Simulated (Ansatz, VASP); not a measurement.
## One calculation of CoO, two programs

```
Co O
1.0
    -1.50800    1.50800    2.10725
     1.50800   -1.50800    2.10725
     1.50800    1.50800   -2.10725
Co O
1 1
Direct
  0.00000 0.00000 0.00000
  0.50000 0.50000 0.00000
```

Alike in both runs: task single point; functional PBE; k mesh 10 × 10 × 10; occupations fermi-dirac, width 0.05 eV; collinear spin; fixed moment 1.5 μB.

|  | VASP | Ansatz |
| --- | --- | --- |
| version | VASP 6.6.1 | Ansatz 0.2.0 |
| potentials or method | VASP PAW PBE potentials, release 64 (Co_sv, O) | Ansatz PAW |
| plane-wave cutoff (eV) | 600 | 420 |
| valence electrons in the cell | 23 | 23 |

|  | VASP | Ansatz | Ansatz less VASP |
| --- | --- | --- | --- |
| pressure (GPa) | -13.7 | -10.9 | +2.72 |
| traceless stress, the component that is largest in VASP (GPa) | 0.91 | 0.60 | -0.312 |
| net moment per atom (μB) | 0.75 | 0.75 | 0.000 |
| size of the moment on the site where the two differ most (μB) | 1.43 | 1.40 | -0.029 |

Site moments also hang on the region over which each program counts them.
